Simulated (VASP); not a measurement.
**HfN (ae): single point with PBE**

The system is HfN (ae).

```
CELL_PARAMETERS angstrom
0.00000 2.27406 2.27406
2.27406 0.00000 2.27406
2.27406 2.27406 0.00000
ATOMIC_POSITIONS crystal
Hf 0.00000 0.00000 0.00000
N 0.50000 0.50000 0.50000
```

```
Program                : VASP 6.6.1
Task                   : single point
Functional             : PBE
Potentials or basis    : VASP PAW PBE potentials, release 64 (Hf_pv, N)
Cutoff                 : 600 eV
k mesh                 : 16 × 16 × 16
Occupations            : gaussian, width 0.1 eV
Spin                   : no spin polarisation
Dipole correction      : no
Further INCAR settings : ALGO = Normal; EDIFF = 1e-06; NBANDS = 14
```

```
Pressure : -2.5 GPa
```

Levels at points of the mesh, in eV from the Fermi level:
| k point | band 4 | band 5 | band 6 | band 7 | band 8 | band 9 | band 10 | band 11 | band 12 | band 13 |
| --- | --- | --- | --- | --- | --- | --- | --- | --- | --- | --- |
| (0.00, 0.00, 0.00) | -17.39 | -3.00 | -3.00 | -3.00 | -0.34 | -0.34 | -0.34 | 1.61 | 1.92 | 1.92 |
| (0.50, 0.00, 0.00) | -14.78 | -8.77 | -6.08 | -6.08 | 3.19 | 3.60 | 3.60 | 4.32 | 8.60 | 8.60 |
| (0.50, 0.50, 0.00) | -16.31 | -5.41 | -3.72 | -3.68 | -3.68 | 3.99 | 5.36 | 5.37 | 5.37 | 7.74 |

Run time: 51 s on 1 thread of Intel(R) Xeon(R) Platinum 8488C (Sapphire Rapids), with other jobs on the host, peak memory 0.21 GiB.

Caveat: spin-orbit coupling is left out, which moves the levels of the heavy elements.
